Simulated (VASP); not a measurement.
# Ru (Fm-3m) in VASP: notebook

The runs below take Ru through single point, with PBE.

All numbers are computed with VASP 6.6.1; they aren't measurements. Logs are shortened: lines on timing, memory, paths and dates and some standing lists are left out, and cuts for length are marked.

### Step 1. The cell of the first run

The structure is cubic, space group Fm-3m (No. 225). Conventional cell: a = 3.752 Å, b = 3.752 Å, c = 3.752 Å, α = 90.00°, β = 90.00°, γ = 90.00°. Ru (site symmetry m-3m) has 12 Ru at 2.65 Å within 3.5 Å.

### Step 2. Single point, PBE

The input, INCAR:

```
ALGO     = Normal         # electronic algorithm
EDIFF    = 1E-6           # SCF threshold, eV
ENCUT    = 520            # plane-wave cutoff, eV
GGA      = PE             # functional
ISIF     = 2              # what is computed and relaxed
ISMEAR   = -1             # smearing method
LASPH    = True           # aspherical terms in the spheres
LCHARG   = False          # write CHGCAR
LREAL    = False          # projectors in reciprocal space
LWAVE    = False          # write WAVECAR
NBANDS   = 13             # bands
NELM     = 80             # most SCF steps
PREC     = Accurate       # precision mode
SIGMA    = 0.05           # smearing width, eV
```

The input, KPOINTS:

```
k-points
0
Gamma
  12 12 12
```

The input, POSCAR:

```
Ru
1.0
    0.0000000000      1.8759073982      1.8759073982
    1.8759073982      0.0000000000      1.8759073982
    1.8759073982      1.8759073982      0.0000000000
Ru
1
Direct
    0.0000000000      0.0000000000      0.0000000000
```

Potentials or basis: VASP PAW PBE potentials, release 64 (Ru_pv).

The run is started by

```sh
cat potpaw_PBE.64/Ru_pv/POTCAR > POTCAR
mpirun -np 1 vasp_std > vasp.out
```

OUTCAR:

```text
EDIFF = 1E-6
   ENCUT = 520
   GGA = PE
   ISIF = 2
   ISMEAR = -1
   LASPH = True
   LREAL = False
   NELM = 80
   PREC = Accurate

 ion  position               nearest neighbor table
   1  0.000  0.000  0.000-

  LATTYP: Found a face centered cubic cell.
 ALAT       =     3.7518147964

  Lattice vectors:

 A1 = (   0.0000000000,   1.8759073982,   1.8759073982)
 A2 = (   1.8759073982,   0.0000000000,   1.8759073982)
 A3 = (   1.8759073982,   1.8759073982,   0.0000000000)

Analysis of symmetry for initial positions (statically):
=====================================================================
 Subroutine PRICEL returns:
 Original cell was already a primitive cell.

 Routine SETGRP: Setting up the symmetry group for a
 face centered cubic supercell.

 Subroutine GETGRP returns: Found 48 space group operations
 (whereof 48 operations were pure point group operations)
 out of a pool of 48 trial point group operations.

The static configuration has the point symmetry O_h .

Analysis of symmetry for dynamics (positions and initial velocities):
=====================================================================
 Subroutine PRICEL returns:
 Original cell was already a primitive cell.

 Routine SETGRP: Setting up the symmetry group for a
 face centered cubic supercell.

 Subroutine GETGRP returns: Found 48 space group operations
 (whereof 48 operations were pure point group operations)
 out of a pool of 48 trial point group operations.

The dynamic configuration has the point symmetry O_h .

 Subroutine INISYM returns: Found 48 space group operations
 (whereof 48 operations are pure point group operations),
 and found     1 'primitive' translations

----------------------------------------------------------------------------------------

                                     Primitive cell

  volume of cell :      13.2027

  direct lattice vectors                    reciprocal lattice vectors
     0.000000000  1.875907398  1.875907398    -0.266537677  0.266537677  0.266537677
     1.875907398  0.000000000  1.875907398     0.266537677 -0.266537677  0.266537677
     1.875907398  1.875907398  0.000000000     0.266537677  0.266537677 -0.266537677

  length of vectors
     2.652933684  2.652933684  2.652933684     0.461656799  0.461656799  0.461656799

  position of ions in fractional coordinates (direct lattice)
     0.000000000  0.000000000  0.000000000

  ion indices of the primitive-cell ions
   primitive index   ion index
                 1           1

----------------------------------------------------------------------------------------

 KPOINTS: k-points

Automatic generation of k-mesh.
 Grid dimensions read from file:
 generate k-points for:   12   12   12

 Generating k-lattice:

  Cartesian coordinates                     Fractional coordinates (reciprocal lattice)
    -0.022211473  0.022211473  0.022211473     0.083333333  0.000000000  0.000000000
     0.022211473 -0.022211473  0.022211473     0.000000000  0.083333333  0.000000000
     0.022211473  0.022211473 -0.022211473     0.000000000  0.000000000  0.083333333

  Length of vectors
     0.038471400  0.038471400  0.038471400

  Shift w.r.t. Gamma in fractional coordinates (k-lattice)
     0.000000000  0.000000000  0.000000000

 Subroutine IBZKPT returns following result:
 ===========================================

 Found     72 irreducible k-points:

 Following reciprocal coordinates:
            Coordinates               Weight
  0.000000  0.000000  0.000000      1.000000
  0.083333  0.000000  0.000000      8.000000
  0.166667  0.000000  0.000000      8.000000
  0.250000  0.000000  0.000000      8.000000
  0.333333  0.000000  0.000000      8.000000
  0.416667  0.000000  0.000000      8.000000
[... 16 lines left out ...]
  0.500000  0.166667  0.000000     24.000000
 -0.416667  0.166667  0.000000     24.000000
 [... further k-points ...]
   k-points           NKPTS =     72   k-points in BZ     NKDIM =     72   number of bands    NBANDS=     13
   number of dos      NEDOS =    301   number of ions     NIONS =      1
   total plane-waves  NPLWV =   8000
   dimension x,y,z NGX =    20 NGY =   20 NGZ =   20
   dimension x,y,z NGXF=    40 NGYF=   40 NGZF=   40
   ions per type =               1
   NGX,Y,Z   is equivalent  to a cutoff of  12.53, 12.53, 12.53 a.u.
   NGXF,Y,Z  is equivalent  to a cutoff of  25.07, 25.07, 25.07 a.u.
 SYSTEM =  unknown system
   PREC   = accura    normal or accurate (medium, high low for compatibility)
   ISTART =      0    job   : 0-new  1-cont  2-samecut
   ICHARG =      2    charge: 1-file 2-atom 10-const
   ISPIN  =      1    spin polarized calculation?
   LNONCOLLINEAR =      F non collinear calculations
   LSORBIT =      F    spin-orbit coupling
   LASPH  =      T    aspherical Exc in radial PAW
   ENCUT  =  520.0 eV  38.22 Ry    6.18 a.u.   4.93  4.93  4.93*2*pi/ulx,y,z
   NELM   =     80;   NELMIN=  2; NELMDL= -5     # of ELM steps
   EDIFF  = 0.1E-05   stopping-criterion for ELM
   LREAL  =      F    real-space projection
   EDIFFG = 0.1E-04   stopping-criterion for IOM
   NSW    =      0    number of steps for IOM
   IBRION =     -1    ionic relax: 0-MD 1-quasi-New 2-CG
   NFREE  =      0    steps in history (QN), initial steepest desc. (CG)
   ISIF   =      2    stress and relaxation
   ISYM   =      2    0-nonsym 1-usesym 2-fastsym
   POTIM  = 0.5000    time-step for ionic-motion
   TEBEG  =    0.0;   TEEND  =   0.0 temperature during run
   PSTRESS=    0.0 pullay stress
   NELECT =      14.0000    total number of electrons
   NUPDOWN=      -1.0000    fix difference up-down
   EMIN   =  10.00;   EMAX   =-10.00  energy-range for DOS
   EFERMI =   0.00;   METHOD = LEGACY
   ISMEAR =    -1;   SIGMA  =   0.05  broadening in eV -4-tet -1-fermi 0-gaus
   EFERMI_NEDOS =   21; number of points for ismear=-14 and -15
   IALGO  =     38    algorithm
   IMIX   =      4    mixing-type and parameters
     AMIX     =   0.40;   BMIX     =  1.00
     AMIX_MAG =   1.60;   BMIX_MAG =  1.00
  volume/ion in A,a.u.               =      13.20        89.10
  Fermi-wavevector in a.u.,A,eV,Ry     =   1.669409  3.154726 37.918441  2.786927
  Thomas-Fermi vector in A             =   2.755087
   LORBIT       =      0    0 simple, 1 ext, 2 COOP (PROOUT), +10 PAW based schemes
   GGA     = PE    functional components
   LHFCALC =     F    Hartree Fock is set to
   AEXX    =    0.0000 exact exchange contribution
   IVDW    =     0    specifies the selected vdW correction
   LEPSILON=     F    determine dielectric tensor
   LRPA    =     F    only Hartree local field effects (RPA)
 non-spin polarized calculation
  energy-cutoff  :      520.00
  volume of cell :       13.20
 maximum number of plane-waves:       366
   NGX =  9   NGY =  9   NGZ =  9

 number of electron      14.0000005 magnetization

 Free energy of the ion-electron system (eV)
  ---------------------------------------------------
  ext. energy  EPLUGINS =         0.00000000
  ---------------------------------------------------
  free energy    TOTEN  =        -9.10697973 eV

  energy without entropy =       -9.10122777  energy(sigma->0) =       -9.10410375

 E-fermi :  13.2767     XC(G=0): -14.2936

 val. band max:       13.2662071076   @ k =  -0.3333   0.4167   0.0833
 cond. band min:      13.2996075106   @ k =   0.2500   0.0000   0.0000
 fundamental gap:      0.0334004030
 Fermi energy:        13.2767285336

 k-point     1 :       0.0000    0.0000    0.0000
  band No.  band energies     occupation
      1     -29.1663      2.00000
      2     -29.1663      2.00000
      3     -29.1663      2.00000
      4       5.2014      2.00000
      5      10.5762      2.00000
      6      10.5762      2.00000
      7      10.5762      2.00000
      8      13.1345      1.88999
      9      13.1345      1.88999
     10      23.7666      0.00000
     11      28.3026      0.00000
     12      34.2056      0.00000
     13      34.2056      0.00000

 k-point     2 :       0.0833    0.0000    0.0000
  band No.  band energies     occupation
      1     -29.2490      2.00000
      2     -29.1770      2.00000
      3     -29.1770      2.00000
      4       5.5036      2.00000
      5      10.4203      2.00000
      6      10.7020      2.00000
      7      10.7020      2.00000
      8      13.0549      1.97658
      9      13.0549      1.97658
     10      23.7666      0.00000
     11      28.8144      0.00000
     12      32.8957      0.00000
     13      34.7073      0.00000

 k-point     3 :       0.1667    0.0000    0.0000
  band No.  band energies     occupation
      1     -29.4713      2.00000
      2     -29.2059      2.00000
      3     -29.2059      2.00000
      4       6.2913      2.00000
      5      10.1422      2.00000
      6      10.9547      2.00000
      7      10.9547      2.00000
      8      12.9770      1.99503
      9      12.9770      1.99503
     10      23.7666      0.00000
     11      29.9659      0.00000
     12      30.7860      0.00000
     13      36.1210      0.00000
[... 305 lines left out ...]
 k-point    23 :       0.5000    0.1667    0.0000
  band No.  band energies     occupation
      1     -30.2194      2.00000
      2     -29.4999      2.00000
      3     -29.3905      2.00000
      4       7.7462      2.00000
      5       9.6566      2.00000
      6      11.3595      2.00000
      7      11.4229      2.00000
      8      15.1650      0.00000
      9      17.9105      0.00000
     10      23.7498      0.00000
     11      23.9389      0.00000
     12      29.5804      0.00000
     13      33.3739      0.00000

 k-point    24 :      -0.4167    0.1667    0.0000
  band No.  band energies     occupation
      1     -30.2296      2.00000
      2     -29.5387      2.00000
      3     -29.3662      2.00000
      4       7.8317      2.00000
      5       9.6779      2.00000
      6      11.2442      2.00000
      7      11.6941      2.00000
      8      14.6804      0.00000
      9      18.5244      0.00000
     10      23.6045      0.00000
     11      23.7854      0.00000
     12      29.4130      0.00000
     13      32.5725      0.00000

 [... further k-points ...]

------------------------ aborting loop because EDIFF is reached ----------------------------------------

  FORCE on cell =-STRESS in cart. coord.  units (eV):
  Direction    XX          YY          ZZ          XY          YZ          ZX
  --------------------------------------------------------------------------------------
  -------------------------------------------------------------------------------------
  Total        1.2983425      1.2983425      1.2983425      0.0000000     -0.0000000     -0.0000000
  in kB      157.5562617    157.5562617    157.5562617      0.0000000     -0.0000000     -0.0000000
  external PRESSURE =     157.5562617 kB  Pullay stress =       0.0000000 kB

 VOLUME and BASIS-vectors are now :
 -----------------------------------------------------------------------------
  energy-cutoff  :      520.00
  volume of cell :       13.20
      direct lattice vectors                 reciprocal lattice vectors
     0.000000000  1.875907398  1.875907398    -0.266537677  0.266537677  0.266537677
     1.875907398  0.000000000  1.875907398     0.266537677 -0.266537677  0.266537677
     1.875907398  1.875907398  0.000000000     0.266537677  0.266537677 -0.266537677

 POSITION                                       TOTAL-FORCE (eV/Angst)
 -----------------------------------------------------------------------------------
      0.00000      0.00000      0.00000         0.000000      0.000000      0.000000
 -----------------------------------------------------------------------------------
    total drift:                               -0.000000     -0.000000     -0.000000

  FREE ENERGIE OF THE ION-ELECTRON SYSTEM (eV)
  ---------------------------------------------------
  free  energy   TOTEN  =        -9.1069797290 eV

  energy  without entropy=       -9.1012277653  energy(sigma->0) =       -9.10410375
```

Wall time 5.3 s (1 thread of AMD EPYC 9R45 (Zen 5), shared host); peak memory 0.1 GiB.

What came out:

```yaml
Free_energy: -9.1070 eV
Pressure: 15.8 GPa
Band_gap_on_the_k_mesh: zero (band 7 reaches 15.63 eV, above the bottom of band 8 at 12.03 eV)
```

Levels at points of the mesh, in eV from the Fermi level:
```
           k point  band 5  band 6  band 7  band 8  band 9  band 10
(0.00, 0.00, 0.00)   -2.70   -2.70   -2.70   -0.14   -0.14    10.49
(0.50, 0.00, 0.00)   -2.83   -2.83    1.05    1.81    1.81    10.42
(0.50, 0.50, 0.00)   -6.17    1.77    2.36    2.36    3.77    10.49
```

### Step 3. Single point, PBE

This run uses another cell than the first one, of 13.48 Å³/atom, 1.021 times its volume.

The input, INCAR:

```
SYSTEM = Ru
PREC = Accurate ; ENCUT = 520
EDIFF = 1E-6 ; ISMEAR = -1
SIGMA = 0.05 ; LREAL = .FALSE.
LASPH = .TRUE. ; NELM = 80
ALGO = Normal ; ISIF = 2
LWAVE = .FALSE. ; LCHARG = .FALSE.
GGA = PE ; NBANDS = 13
```

The input, KPOINTS:

```
Automatic mesh
0
G
  12 12 12
  0 0 0
```

The input, POSCAR:

```
Ru
1.0
    0.0000000000      1.8891184489      1.8891184489
    1.8891184489      0.0000000000      1.8891184489
    1.8891184489      1.8891184489      0.0000000000
Ru
1
Direct
    0.0000000000      0.0000000000      0.0000000000
```

Potentials or basis: VASP PAW PBE potentials, release 64 (Ru_pv).

The run is started by

```sh
cat potpaw_PBE.64/Ru_pv/POTCAR > POTCAR
mpirun -np 1 vasp_std > vasp.out
```

Run time: 5.3 s. Hardware: 1 thread of AMD EPYC 9R45 (Zen 5), shared host; peak memory 0.1 GiB.

It converged, with:

```yaml
Free_energy: -9.1279 eV
Pressure: 8.1 GPa
Band_gap_on_the_k_mesh: zero (band 7 reaches 15.16 eV, above the bottom of band 8 at 11.68 eV)
```

Levels at points of the mesh, in eV from the Fermi level:
| k point | band 3 | band 4 | band 5 | band 6 | band 7 | band 8 | band 9 | band 10 | band 11 | band 12 |
| --- | --- | --- | --- | --- | --- | --- | --- | --- | --- | --- |
| (0.00, 0.00, 0.00) | -42.44 | -7.95 | -2.62 | -2.62 | -2.62 | -0.14 | -0.14 | 10.51 | 15.05 | 20.83 |
| (0.50, 0.00, 0.00) | -42.59 | -6.13 | -2.74 | -2.74 | 1.03 | 1.75 | 1.75 | 10.17 | 10.52 | 14.65 |
| (0.50, 0.50, 0.00) | -42.84 | -6.46 | -5.98 | 1.71 | 2.27 | 2.27 | 3.69 | 10.51 | 13.52 | 13.52 |
